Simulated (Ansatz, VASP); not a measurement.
# KSb2O5: VASP beside Ansatz

```
K Sb O
1.0
     6.84284    0.00000    0.00000
    -3.42142    5.92607    0.00000
     0.00000    0.00000    4.01277
K Sb O
1 2 5
Direct
  0.00000 0.00000 0.00000
  0.33333 0.66667 0.50000
  0.66667 0.33333 0.50000
  0.33333 0.66667 0.00000
  0.00000 0.50000 0.50000
  0.50000 0.50000 0.50000
  0.50000 0.00000 0.50000
  0.66667 0.33333 0.00000
```

Alike in both runs: functional PBE; k mesh 3 × 3 × 4; occupations gaussian, width 0.1 eV; no spin polarisation.

Ansatz relaxed the structure, and its values are those at the end. VASP's run is a single point on that final structure, the one shown.

|  | VASP | Ansatz |
| --- | --- | --- |
| version | VASP 6.6.1 | Ansatz 0.2.0 |
| potentials or method | VASP PAW PBE potentials, release 64 (K_sv, Sb, O), cutoff 520 eV | scalar-relativistic, plane waves, PAW |
| valence electrons in the cell | 49 | 69 |

```tsv
	VASP	Ansatz	Ansatz less VASP
gap on the k mesh at the Fermi level (eV)	none	none	-
pressure (GPa)	0.0	0.0	+0.05
```

A gap of «none» marks a metal or a gap that the smearing closes. VASP's potentials hold 49 valence electrons a cell and Ansatz's 69, so a difference there can come from the potentials and not from the codes.

The k mesh is coarse, so the values compare programs but aren't converged. Spin-orbit coupling is off throughout.
